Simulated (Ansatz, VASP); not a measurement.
## F in VASP and in Ansatz

```
CELL_PARAMETERS angstrom
2.45909 -1.63049 0.10274
2.45909 1.63049 0.10274
-0.29492 0.00000 6.47670
ATOMIC_POSITIONS crystal
F 0.59627 0.90355 0.59659
F 0.09645 0.40373 0.90341
F 0.40373 0.09645 0.40341
F 0.90355 0.59627 0.09659
```

Alike in both runs: task single point; functional r2SCAN; k mesh 10 × 10 × 4; no spin polarisation.

|  | VASP | Ansatz |
| --- | --- | --- |
| version | VASP 6.6.1 | Ansatz 0.2.0 |
| potentials or method | VASP PAW PBE potentials, release 64 (F) | plane waves, PAW |
| plane-wave cutoff (eV) | 520 | 500 |
| occupations | gaussian, width 0.01 eV | fixed |
| valence electrons in the cell | 28 | 28 |

|  | VASP | Ansatz | Ansatz less VASP |
| --- | --- | --- | --- |
| gap on the k mesh at the Fermi level (eV) | 3.75 | 3.84 | +0.088 |
| pressure (GPa) | 1.6 | 0.7 | -0.89 |
| traceless stress, the component that is largest in VASP (GPa) | 2.15 | -0.13 | -2.286 |
| rms of the force components (eV/Å) | 0.314 | 0.020 | -0.2947 |

VASP's potentials were made for PBE, not for r2SCAN. Atom by atom the forces differ by 0.334 eV/Å (rms over components).
